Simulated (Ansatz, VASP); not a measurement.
LiCl in VASP and in Ansatz

POSCAR

```
LiCl
1.0
    0.0000000000      2.8423642382      2.8423642382
    2.8423642382      0.0000000000      2.8423642382
    2.8423642382      2.8423642382      0.0000000000
Li Cl
1 1
Direct
    0.0000000000      0.0000000000      0.0000000000
    0.2500000000      0.2500000000      0.2500000000
```

The input INCAR.step1:

```
PREC = Accurate
ENCUT = 520
ISMEAR = 0
SIGMA = 0.01
LREAL = False
LASPH = True
NELM = 80
NBANDS = 12
GGA = PE
ALGO = Normal
EDIFF = 1E-4
LWAVE = True
LCHARG = False
```

File INCAR.step2:

```
PREC = Accurate
ENCUT = 520
EDIFF = 1E-7
ISMEAR = 0
SIGMA = 0.01
LREAL = False
LASPH = True
NELM = 80
ALGO = Normal
ISIF = 2
LWAVE = False
LCHARG = False
METAGGA = R2SCAN
LMIXTAU = True
NBANDS = 12
ISTART = 1
```

The input KPOINTS:

```
regular mesh
0
Gamma
  8 8 8
```

Input for Ansatz:

```yaml
crystal:
  lattice:
    - [0.0, 2.8423642382, 2.8423642382]
    - [2.8423642382, 0.0, 2.8423642382]
    - [2.8423642382, 2.8423642382, 0.0]
  atoms:
    - { symbol: Li, position: [0.0, 0.0, 0.0] }
    - { symbol: Cl, position: [0.25, 0.25, 0.25] }
kpoints:
  mp_grid: { grid: [8, 8, 8] }
  band_path:
    path:
      - [0.0, 0.0, 0.0]
      - [-0.5, -0.5, 0.0]
      - [-0.375, -0.375, 0.25]
      - [-0.375, 0.0, 0.375]
      - [0.0, 0.0, 0.5]
      - [-0.5, -0.25, 0.25]
    npoints: 1
hamiltonian:
  xc: r2scan
scf:
  occupations: { method: fixed }
  n_extra_bands: 4
output:
  forces: true
  stress: true
  eigenvalues: true
```

Change from the starting cell: hydrostatic strain +4.0%.

Alike in both runs: task single point; functional r2SCAN; k mesh 8 × 8 × 8; no spin polarisation.

|  | VASP | Ansatz |
| --- | --- | --- |
| version | VASP 6.6.1 | Ansatz 0.2.0 |
| potentials or method | VASP PAW PBE potentials, release 64 (Li_sv, Cl) | plane waves, PAW |
| plane-wave cutoff (eV) | 520 | 500 |
| occupations | gaussian, width 0.01 eV | fixed |
| valence electrons in the cell | 10 | 10 |

|  | VASP | Ansatz | Ansatz less VASP |
| --- | --- | --- | --- |
| gap on the k mesh at the Fermi level (eV) | 6.34 | 6.30 | -0.043 |

VASP's potentials were made for PBE, not for r2SCAN.

Noted on VASP's run: the cutoff is short for stress, so the pressure is rough.
